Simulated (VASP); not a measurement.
# Ga4As3P (P-43m) in VASP: a series of runs

The runs below take Ga4As3P through single point, with PBE.

All numbers are computed with VASP 6.6.1; they aren't measurements. Logs are shortened: lines on timing, memory, paths and dates and some standing lists are left out, and cuts for length are marked.

## 1. The cell of the first run

Symmetry: P-43m, No. 215, cubic system. Conventional cell: a = 5.494 Å, b = 5.494 Å, c = 5.494 Å, α = 90.00°, β = 90.00°, γ = 90.00°. Within 3.1 Å of Ga (site symmetry 3m) lie 1 P at 2.38 Å and 3 As at 2.38 Å. P (site symmetry -43m) has 4 Ga at 2.38 Å within 3.1 Å. Within 3.1 Å of As (site symmetry -42m) lie 4 Ga at 2.38 Å.

## 2. Single point, PBE

INCAR reads:

```
ALGO     = Normal         # electronic algorithm
EDIFF    = 1E-6           # SCF threshold, eV
ENCUT    = 520            # plane-wave cutoff, eV
GGA      = PE             # functional
ISIF     = 2              # what is computed and relaxed
ISMEAR   = 0              # smearing method
LASPH    = True           # aspherical terms in the spheres
LCHARG   = False          # write CHGCAR
LREAL    = False          # projectors in reciprocal space
LWAVE    = False          # write WAVECAR
NBANDS   = 46             # bands
NELM     = 80             # most SCF steps
PREC     = Accurate       # precision mode
SIGMA    = 0.1            # smearing width, eV
```

KPOINTS reads:

```
k-points
0
Gamma
  4 4 4
```

POSCAR reads:

```
Ga4As3P
1.0
    5.4941073900      0.0000000000      0.0000000000
    0.0000000000      5.4941073900      0.0000000000
    0.0000000000      0.0000000000      5.4941073900
Ga P As
4 1 3
Direct
    0.7500000000      0.7500000000      0.7500000000
    0.7500000000      0.2500000000      0.2500000000
    0.2500000000      0.7500000000      0.2500000000
    0.2500000000      0.2500000000      0.7500000000
    0.5000000000      0.5000000000      0.5000000000
    0.0000000000      0.0000000000      0.5000000000
    0.0000000000      0.5000000000      0.0000000000
    0.5000000000      0.0000000000      0.0000000000
```

Potentials or basis: VASP PAW PBE potentials, release 64 (Ga_d, P, As).

On the command line:

```
cat potpaw_PBE.64/Ga_d/POTCAR potpaw_PBE.64/P/POTCAR potpaw_PBE.64/As/POTCAR > POTCAR
mpirun -np 1 vasp_std > vasp.out
```

OUTCAR:

```text
EDIFF = 1E-6
   ENCUT = 520
   GGA = PE
   ISIF = 2
   ISMEAR = 0
   LASPH = True
   LREAL = False
   NELM = 80
   PREC = Accurate

 ion  position               nearest neighbor table
   1  0.750  0.750  0.750-   5 2.38   6 2.38   7 2.38   8 2.38
   2  0.750  0.250  0.250-   5 2.38   6 2.38   7 2.38   8 2.38
   3  0.250  0.750  0.250-   5 2.38   6 2.38   7 2.38   8 2.38
   4  0.250  0.250  0.750-   5 2.38   6 2.38   7 2.38   8 2.38
   5  0.500  0.500  0.500-   1 2.38   2 2.38   3 2.38   4 2.38
   6  0.000  0.000  0.500-   1 2.38   2 2.38   3 2.38   4 2.38
   7  0.000  0.500  0.000-   1 2.38   2 2.38   3 2.38   4 2.38
   8  0.500  0.000  0.000-   1 2.38   2 2.38   3 2.38   4 2.38

  LATTYP: Found a simple cubic cell.
 ALAT       =     5.4941073900

  Lattice vectors:

 A1 = (   5.4941073900,   0.0000000000,   0.0000000000)
 A2 = (   0.0000000000,   5.4941073900,   0.0000000000)
 A3 = (   0.0000000000,   0.0000000000,   5.4941073900)

Analysis of symmetry for initial positions (statically):
=====================================================================
 Subroutine PRICEL returns:
 Original cell was already a primitive cell.

 Routine SETGRP: Setting up the symmetry group for a
 simple cubic supercell.

 Subroutine GETGRP returns: Found 24 space group operations
 (whereof 24 operations were pure point group operations)
 out of a pool of 48 trial point group operations.

The static configuration has the point symmetry T_d .

Analysis of symmetry for dynamics (positions and initial velocities):
=====================================================================
 Subroutine PRICEL returns:
 Original cell was already a primitive cell.

 Routine SETGRP: Setting up the symmetry group for a
 simple cubic supercell.

 Subroutine GETGRP returns: Found 24 space group operations
 (whereof 24 operations were pure point group operations)
 out of a pool of 48 trial point group operations.

The dynamic configuration has the point symmetry T_d .

 Subroutine INISYM returns: Found 24 space group operations
 (whereof 24 operations are pure point group operations),
 and found     1 'primitive' translations

----------------------------------------------------------------------------------------

                                     Primitive cell

  volume of cell :     165.8408

  direct lattice vectors                    reciprocal lattice vectors
     5.494107390  0.000000000  0.000000000     0.182013188  0.000000000  0.000000000
     0.000000000  5.494107390  0.000000000     0.000000000  0.182013188  0.000000000
     0.000000000  0.000000000  5.494107390     0.000000000  0.000000000  0.182013188

  length of vectors
     5.494107390  5.494107390  5.494107390     0.182013188  0.182013188  0.182013188

  position of ions in fractional coordinates (direct lattice)
     0.750000000  0.750000000  0.750000000
     0.750000000  0.250000000  0.250000000
     0.250000000  0.750000000  0.250000000
     0.250000000  0.250000000  0.750000000
     0.500000000  0.500000000  0.500000000
     0.000000000  0.000000000  0.500000000
     0.000000000  0.500000000  0.000000000
     0.500000000  0.000000000  0.000000000

  ion indices of the primitive-cell ions
   primitive index   ion index
                 1           1
                 2           2
                 3           3
                 4           4
                 5           5
                 6           6
                 7           7
                 8           8

----------------------------------------------------------------------------------------

 KPOINTS: k-points

Automatic generation of k-mesh.
 Grid dimensions read from file:
 generate k-points for:    4    4    4

 Generating k-lattice:

  Cartesian coordinates                     Fractional coordinates (reciprocal lattice)
     0.045503297  0.000000000  0.000000000     0.250000000  0.000000000  0.000000000
     0.000000000  0.045503297  0.000000000     0.000000000  0.250000000  0.000000000
     0.000000000  0.000000000  0.045503297     0.000000000  0.000000000  0.250000000

  Length of vectors
     0.045503297  0.045503297  0.045503297

  Shift w.r.t. Gamma in fractional coordinates (k-lattice)
     0.000000000  0.000000000  0.000000000

 Subroutine IBZKPT returns following result:
 ===========================================

 Found     10 irreducible k-points:

 Following reciprocal coordinates:
            Coordinates               Weight
  0.000000  0.000000  0.000000      1.000000
  0.250000  0.000000  0.000000      6.000000
  0.500000  0.000000  0.000000      3.000000
  0.250000  0.250000  0.000000     12.000000
  0.500000  0.250000  0.000000     12.000000
  0.500000  0.500000  0.000000      3.000000
  0.250000  0.250000  0.250000      8.000000
  0.500000  0.250000  0.250000     12.000000
  0.500000  0.500000  0.250000      6.000000
  0.500000  0.500000  0.500000      1.000000
   k-points           NKPTS =     10   k-points in BZ     NKDIM =     10   number of bands    NBANDS=     46
   number of dos      NEDOS =    301   number of ions     NIONS =      8
   total plane-waves  NPLWV =  74088
   dimension x,y,z NGX =    42 NGY =   42 NGZ =   42
   dimension x,y,z NGXF=    84 NGYF=   84 NGZF=   84
   ions per type =               4   1   3
   NGX,Y,Z   is equivalent  to a cutoff of  12.71, 12.71, 12.71 a.u.
   NGXF,Y,Z  is equivalent  to a cutoff of  25.42, 25.42, 25.42 a.u.
 SYSTEM =  unknown system
   PREC   = accura    normal or accurate (medium, high low for compatibility)
   ISTART =      0    job   : 0-new  1-cont  2-samecut
   ICHARG =      2    charge: 1-file 2-atom 10-const
   ISPIN  =      1    spin polarized calculation?
   LNONCOLLINEAR =      F non collinear calculations
   LSORBIT =      F    spin-orbit coupling
   LASPH  =      T    aspherical Exc in radial PAW
   ENCUT  =  520.0 eV  38.22 Ry    6.18 a.u.  10.22 10.22 10.22*2*pi/ulx,y,z
   NELM   =     80;   NELMIN=  2; NELMDL= -5     # of ELM steps
   EDIFF  = 0.1E-05   stopping-criterion for ELM
   LREAL  =      F    real-space projection
   EDIFFG = 0.1E-04   stopping-criterion for IOM
   NSW    =      0    number of steps for IOM
   IBRION =     -1    ionic relax: 0-MD 1-quasi-New 2-CG
   NFREE  =      0    steps in history (QN), initial steepest desc. (CG)
   ISIF   =      2    stress and relaxation
   ISYM   =      2    0-nonsym 1-usesym 2-fastsym
   POTIM  = 0.5000    time-step for ionic-motion
   TEBEG  =    0.0;   TEEND  =   0.0 temperature during run
   PSTRESS=    0.0 pullay stress
   NELECT =      72.0000    total number of electrons
   NUPDOWN=      -1.0000    fix difference up-down
   EMIN   =  10.00;   EMAX   =-10.00  energy-range for DOS
   EFERMI =   0.00;   METHOD = LEGACY
   ISMEAR =     0;   SIGMA  =   0.10  broadening in eV -4-tet -1-fermi 0-gaus
   EFERMI_NEDOS =   21; number of points for ismear=-14 and -15
   IALGO  =     38    algorithm
   IMIX   =      4    mixing-type and parameters
     AMIX     =   0.40;   BMIX     =  1.00
     AMIX_MAG =   1.60;   BMIX_MAG =  1.00
  volume/ion in A,a.u.               =      20.73       139.89
  Fermi-wavevector in a.u.,A,eV,Ry     =   1.239620  2.342542 20.907493  1.536657
  Thomas-Fermi vector in A             =   2.374095
   LORBIT       =      0    0 simple, 1 ext, 2 COOP (PROOUT), +10 PAW based schemes
   GGA     = PE    functional components
   LHFCALC =     F    Hartree Fock is set to
   AEXX    =    0.0000 exact exchange contribution
   IVDW    =     0    specifies the selected vdW correction
   LEPSILON=     F    determine dielectric tensor
   LRPA    =     F    only Hartree local field effects (RPA)
 non-spin polarized calculation
 Gauss-broadening in eV      SIGMA  =   0.10
  energy-cutoff  :      520.00
  volume of cell :      165.84
 maximum number of plane-waves:      4492
 NGX is ok and might be reduce to    42
   NGX = 21   NGY = 21   NGZ = 21

 number of electron      71.9999954 magnetization

 Free energy of the ion-electron system (eV)
  ---------------------------------------------------
  ext. energy  EPLUGINS =         0.00000000
  ---------------------------------------------------
  free energy    TOTEN  =       -33.37459724 eV

  energy without entropy =      -33.37459724  energy(sigma->0) =      -33.37459724

 E-fermi :   5.1686     XC(G=0):  -9.9162

 val. band max:        4.6851776393   @ k =   0.0000   0.0000   0.0000
 cond. band min:       5.9827679630   @ k =   0.0000   0.0000   0.0000
 fundamental gap:      1.2975903236
 Fermi energy:         5.1686419796

 k-point     1 :       0.0000    0.0000    0.0000
  band No.  band energies     occupation
      1     -10.3409      2.00000
      2     -10.3409      2.00000
      3     -10.2880      2.00000
      4     -10.1845      2.00000
      5     -10.1845      2.00000
      6     -10.1845      2.00000
[... 38 lines left out ...]
     45       8.4653      0.00000
     46       8.4653      0.00000

 k-point     2 :       0.2500    0.0000    0.0000
  band No.  band energies     occupation
      1     -10.3335      2.00000
      2     -10.3276      2.00000
      3     -10.2807      2.00000
      4     -10.2097      2.00000
      5     -10.1757      2.00000
      6     -10.1757      2.00000
[... 38 lines left out ...]
     45       9.5026      0.00000
     46       9.5026      0.00000

 k-point     3 :       0.5000    0.0000    0.0000
  band No.  band energies     occupation
      1     -10.3252      2.00000
      2     -10.3063      2.00000
      3     -10.2750      2.00000
      4     -10.2387      2.00000
      5     -10.1579      2.00000
      6     -10.1579      2.00000
[... 332 lines left out ...]
     45       9.7865      0.00000
     46       9.7894      0.00000

 k-point    10 :       0.5000    0.5000    0.5000
  band No.  band energies     occupation
      1     -10.3033      2.00000
      2     -10.3033      2.00000
      3     -10.3033      2.00000
      4     -10.2375      2.00000
      5     -10.1672      2.00000
      6     -10.1672      2.00000
[... 38 lines left out ...]
     45       9.3284      0.00000
     46       9.4558      0.00000

------------------------ aborting loop because EDIFF is reached ----------------------------------------

  FORCE on cell =-STRESS in cart. coord.  units (eV):
  Direction    XX          YY          ZZ          XY          YZ          ZX
  --------------------------------------------------------------------------------------
  -------------------------------------------------------------------------------------
  Total        8.9340093      8.9340093      8.9340093      0.0000000     -0.0000000      0.0000000
  in kB       86.3108812     86.3108812     86.3108812      0.0000000     -0.0000000      0.0000000
  external PRESSURE =      86.3108812 kB  Pullay stress =       0.0000000 kB

 VOLUME and BASIS-vectors are now :
 -----------------------------------------------------------------------------
  energy-cutoff  :      520.00
  volume of cell :      165.84
      direct lattice vectors                 reciprocal lattice vectors
     5.494107390  0.000000000  0.000000000     0.182013188  0.000000000  0.000000000
     0.000000000  5.494107390  0.000000000     0.000000000  0.182013188  0.000000000
     0.000000000  0.000000000  5.494107390     0.000000000  0.000000000  0.182013188

 POSITION                                       TOTAL-FORCE (eV/Angst)
 -----------------------------------------------------------------------------------
      4.12058      4.12058      4.12058        -0.421294     -0.421294     -0.421294
      4.12058      1.37353      1.37353        -0.421294      0.421294      0.421294
      1.37353      4.12058      1.37353         0.421294     -0.421294      0.421294
      1.37353      1.37353      4.12058         0.421294      0.421294     -0.421294
      2.74705      2.74705      2.74705         0.000000      0.000000      0.000000
      0.00000      0.00000      2.74705         0.000000      0.000000      0.000000
      0.00000      2.74705      0.00000        -0.000000      0.000000      0.000000
      2.74705      0.00000      0.00000        -0.000000      0.000000      0.000000
 -----------------------------------------------------------------------------------
    total drift:                                0.000000      0.000000      0.000000

  FREE ENERGIE OF THE ION-ELECTRON SYSTEM (eV)
  ---------------------------------------------------
  free  energy   TOTEN  =       -33.3745972365 eV

  energy  without entropy=      -33.3745972365  energy(sigma->0) =      -33.37459724
```

Run time: 2.2 min. Hardware: 1 thread of Intel Xeon Platinum 8124M at 3.00GHz (Skylake/Cascade Lake), shared host; peak memory 0.29 GiB.

What came out:

* Free energy: -33.3746 eV
* Pressure: 8.6 GPa
* Band gap on the k mesh: 1.30 eV, direct

Levels at points of the mesh, in eV from the valence-band top:
```
           k point  band 33  band 34  band 35  band 36  band 37  band 38  band 39  band 40
(0.00, 0.00, 0.00)    -2.88     0.00     0.00     0.00     1.30     1.39     1.40     1.40
(0.50, 0.00, 0.00)    -1.86    -1.86    -1.81    -1.81     1.95     2.01     3.48     3.56
(0.50, 0.50, 0.00)    -1.36    -1.36    -1.28    -1.27     2.83     2.99     3.02     3.02
(0.50, 0.50, 0.50)    -1.19    -1.17    -1.17    -1.17     1.33     1.33     1.33     1.37
```

A k mesh can miss the band edges. A hybrid or GW would open this gap; PBE tends to underestimate it.

(Continued in part 2 of 2.)
